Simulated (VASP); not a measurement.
Runs of VASP 6.6.1 on SnO2. The structure is that of space group P4_2/mnm (No. 136), or close to it. The cells are those of the table. 

```csv
task,cell,k mesh,cutoff (eV),gap on the mesh (eV),pressure (GPa),largest force (eV/Å)
single point,"a = 4.827, b = 4.827, c = 3.238 Å, 6 atoms",6 × 6 × 8,520,0.67,0.6,0.02
single point,"a = 4.801, b = 4.801, c = 3.287 Å, 6 atoms",6 × 6 × 8,520,0.56,-0.8,0.01
relaxation of cell and atoms,"relaxed to 12 GPa from a = 4.718, b = 4.718, c = 3.182 Å, 6 atoms",6 × 6 × 8,600,1.26,12.0,0.01
single point,"a = 4.776, b = 4.776, c = 3.335 Å, 6 atoms",6 × 6 × 8,520,0.45,(a),0.01
single point,"a = 4.751, b = 4.751, c = 3.384 Å, 6 atoms",6 × 6 × 8,520,0.35,-3.1,-
relaxation of cell and atoms,"relaxed to 90 GPa from a = 4.358, b = 4.358, c = 3.046 Å, 6 atoms",6 × 6 × 10,600,3.97,90.0,-
single point,"a = 5.044, b = 5.044, c = 3.151 Å, 6 atoms",6 × 6 × 8,520,0.42,-5.8,0.09
single point,"a = 4.755, b = 4.755, c = 3.267 Å, 6 atoms",6 × 6 × 8,520,0.82,3.9,0.02
relaxation of cell and atoms,"relaxed from a = 4.765, b = 4.765, c = 3.207 Å, 6 atoms",6 × 6 × 8,600,(b),0.0,-
single point,"a = 4.809, b = 4.809, c = 3.287 Å, 6 atoms",6 × 6 × 8,520,0.52,-1.3,0.04
single point,"a = 4.682, b = 4.682, c = 3.313 Å, 6 atoms",6 × 6 × 8,520,0.93,6.5,-
```

Alike in all rows: level PBE; potentials or basis VASP PAW PBE potentials, release 64 (Sn_d, O); no spin polarisation; smearing gaussian 0.02 eV.

Question: Fill in the values left out.

Answer: (a) -2.0; (b) 0.64.

Caveats: spin-orbit coupling is left out, which moves the levels of the heavy elements; the cell is relaxed towards a set pressure, so the enthalpy falls and the energy may rise (some runs).

A k mesh can miss the band edges, and the runs leave out spin-orbit coupling on Sn.
